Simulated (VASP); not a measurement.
Te:

```
Te
1.0
     5.46208    0.00000    0.00000
    -2.73104    4.73030    0.00000
     0.00000    0.00000    3.34826
Te
3
Direct
  0.00000 0.00000 0.00000
  0.33333 0.66667 0.50000
  0.66667 0.33333 0.50000
```

```yaml
Program: VASP 6.6.1
Task: relaxation of cell and atoms
Functional: RPBE
Potentials_or_basis: VASP PAW PBE potentials, release 64 (Te)
Cutoff: 600 eV
k_mesh: 7 × 7 × 9
Occupations: fermi-dirac, width 0.1 eV
Spin: no spin polarisation
```

At the start: pressure 1.5 GPa; volume 28.84 Å³/atom.

**Question.** Where does the relaxation end?

**Answer.** Over 11 steps the energy falls by 5.8 meV/atom and the volume is 29.75 Å³/atom (+3.2 %); space group P6/mmm (No. 191, to 0.05 Å).

Step by step:
```csv
step,energy change (eV),largest force (eV/Å),pressure (GPa),volume (Å³)
1,0.0000,0.0000,1.48,86.51
2,-0.0105,0.0000,-0.44,89.88
3,-0.0115,0.0000,-0.02,89.06
4,-0.0115,0.0000,-0.04,89.11
5,-0.0121,0.0000,-0.04,89.12
6,-0.0140,0.0000,-0.04,89.13
7,-0.0172,0.0000,0.04,89.13
8,-0.0172,0.0000,0.10,89.13
9,-0.0173,0.0000,0.07,89.13
10,-0.0171,0.0000,-0.18,89.64
11,-0.0174,0.0000,0.01,89.26
```

Final structure:
```
Te
1.0
     5.59738    0.00000    0.00000
    -2.79869    4.84747    0.00000
     0.00000    0.00000    3.28966
Te
3
Direct
  0.00000 0.00000 0.00000
  0.33333 0.66667 0.50000
  0.66667 0.33333 0.50000
```

Caveat: the PAW data sets were made with another functional, which shifts forces and pressure a little.
